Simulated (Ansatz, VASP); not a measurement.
## Two plane-wave programs on Sb

```
CELL_PARAMETERS angstrom
3.46395 0.00000 0.00000
-1.73198 2.99987 0.00000
0.00000 0.00000 5.04180
ATOMIC_POSITIONS crystal
Sb 0.33333 0.66667 0.25000
Sb 0.66667 0.33333 0.75000
```

Alike in both runs: task single point; functional PBEsol; k mesh 18 × 18 × 10; occupations gaussian, width 0.15 eV; no spin polarisation.

|  | VASP | Ansatz |
| --- | --- | --- |
| version | VASP 6.6.1 | Ansatz 0.2.0 |
| potentials or method | VASP PAW PBE potentials, release 64 (Sb), cutoff 520 eV | scalar-relativistic, plane waves, PAW |
| valence electrons in the cell | 10 | 30 |

```tsv
	VASP	Ansatz	Ansatz less VASP
gap on the k mesh at the Fermi level (eV)	none	none	-
pressure (GPa)	0.1	0.1	0.00
traceless stress, the component that is largest in VASP (GPa)	0.40	0.38	-0.027
```

VASP's potentials were made for PBE, not for PBEsol. A gap of «none» marks a metal or a gap that the smearing closes. VASP's potentials hold 10 valence electrons a cell and Ansatz's 30, so a difference there can come from the potentials and not from the codes.

Spin-orbit coupling is off throughout.
